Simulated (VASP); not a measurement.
A run of VASP 6.6.1:

File INCAR:

```
ALGO = Normal
EDIFF = 1E-6
EDIFFG = -0.005
ENCUT = 600
IBRION = 2
ISIF = 3
ISMEAR = -1
LASPH = T
LCHARG = F
LREAL = F
LWAVE = F
NELM = 100
NSW = 80
PREC = Accurate
SIGMA = 0.02
```

The input KPOINTS:

```
k-points
0
Gamma
  6 6 6
```

POSCAR

```
TiTe2
1.0
    0.0000000000      3.4356562562      3.4356562562
    3.4356562562      0.0000000000      3.4356562562
    3.4356562562      3.4356562562      0.0000000000
Ti Te
1 2
Direct
    0.0000000000      0.0000000000      0.0000000000
    0.2500000000      0.2500000000      0.2500000000
    0.7500000000      0.7500000000      0.7500000000
```

Potentials or basis: VASP PAW LDA potentials, release 64 (Ti_sv, Te).

The run is started by

```console
$ cat potpaw_LDA.64/Ti_sv/POTCAR potpaw_LDA.64/Te/POTCAR > POTCAR
$ mpirun -np 1 vasp_std > vasp.out
```

Hardware: 1 thread of Intel(R) Xeon(R) 6975P-C (Granite Rapids), on a shared host.

**Question.** How long does it take, and how much memory?

**Answer.** It took 37 s on 1 thread of Intel(R) Xeon(R) 6975P-C (Granite Rapids) (shared host), peak memory 0.2 GiB. Counts: scf iterations 38, k points 16, ion steps 3.
